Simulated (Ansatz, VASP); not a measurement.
Nb in VASP and in Ansatz

The input INCAR:

```
ALGO = Normal
EDIFF = 1E-6
ENCUT = 520
GGA = RE
ISIF = 2
ISMEAR = -1
IVDW = 13
LASPH = True
LCHARG = True
LELF = True
LREAL = False
LVHAR = True
LWAVE = False
NBANDS = 12
NELM = 80
PREC = Accurate
SIGMA = 0.2
```

KPOINTS

```
k-points
0
Gamma
  12 12 12
```

The input POSCAR:

```
Nb
1.0
   -1.6490258777      1.6490258777      1.6490258777
    1.6490258777     -1.6490258777      1.6490258777
    1.6490258777      1.6490258777     -1.6490258777
Nb
1
Direct
    0.0000000000      0.0000000000      0.0000000000
```

Input for Ansatz:

```yaml
crystal:
  lattice:
    - [-1.6490258776806064, 1.6490258776806064, 1.6490258776806064]
    - [1.6490258776806064, -1.6490258776806064, 1.6490258776806064]
    - [1.6490258776806064, 1.6490258776806064, -1.6490258776806064]
  atoms:
    - { symbol: Nb, position: [0.0, 0.0, 0.0] }
accuracy: medium
kpoints:
  mp_grid:
    grid: [12, 12, 12]
hamiltonian:
  xc: revpbe
  dispersion: d4
  pseudopotentials:
    kind: nc
scf:
  algorithm: density_mixing
  occupations:
    method: fermi_dirac
    width: 0.2
output:
  stress: true
```

Alike in both runs: task single point; functional revPBE; dispersion D4; k mesh 12 × 12 × 12; occupations fermi-dirac, width 0.2 eV; no spin polarisation.

```csv
,VASP,Ansatz
version,VASP 6.6.1,Ansatz 0.2.0
potentials or method,"VASP PAW PBE potentials, release 64 (Nb_sv)","plane waves, norm-conserving potentials"
plane-wave cutoff (eV),520,1116
valence electrons in the cell,13,13
```

```csv
,VASP,Ansatz,Ansatz less VASP
pressure (GPa),-0.2,0.2,+0.33
```

VASP's potentials were made for PBE, not for revPBE.
